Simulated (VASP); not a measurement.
A run of VASP 6.6.1 is set up as follows.

INCAR

```
PREC = Accurate
ENCUT = 500
EDIFF = 1E-6
ISMEAR = -1
SIGMA = 0.08617333262145177
LREAL = False
LASPH = True
NELM = 200
ALGO = Normal
ISIF = 2
LWAVE = False
LCHARG = True
ISPIN = 2
MAGMOM = 0.51
LORBIT = 11
LMAXMIX = 4
GGA = PE
LELF = True
LVHAR = True
NBANDS = 16
GGA_COMPAT = False
```

KPOINTS

```
regular mesh
0
Gamma
  6 6 6
```

The input POSCAR:

```
V
1.0
   -1.5130000000      1.5130000000      1.5130000000
    1.5130000000     -1.5130000000      1.5130000000
    1.5130000000      1.5130000000     -1.5130000000
V
1
Direct
    0.0000000000      0.0000000000      0.0000000000
```

Potentials or basis: VASP PAW PBE potentials, release 64 (V_sv).

Launch:

```bash
$ cat potpaw_PBE.64/V_sv/POTCAR > POTCAR
$ mpirun -np 1 vasp_std > vasp.out
```

Q: What does it give for the site moments?

A: V +0.40 μB.

Q: Estimate the net moment.

A: 0.50 μB per cell.

Q: What does it give for the pressure?

A: -3.2 GPa.

Caveat: the k points lie up to 0.49 Å⁻¹ apart.
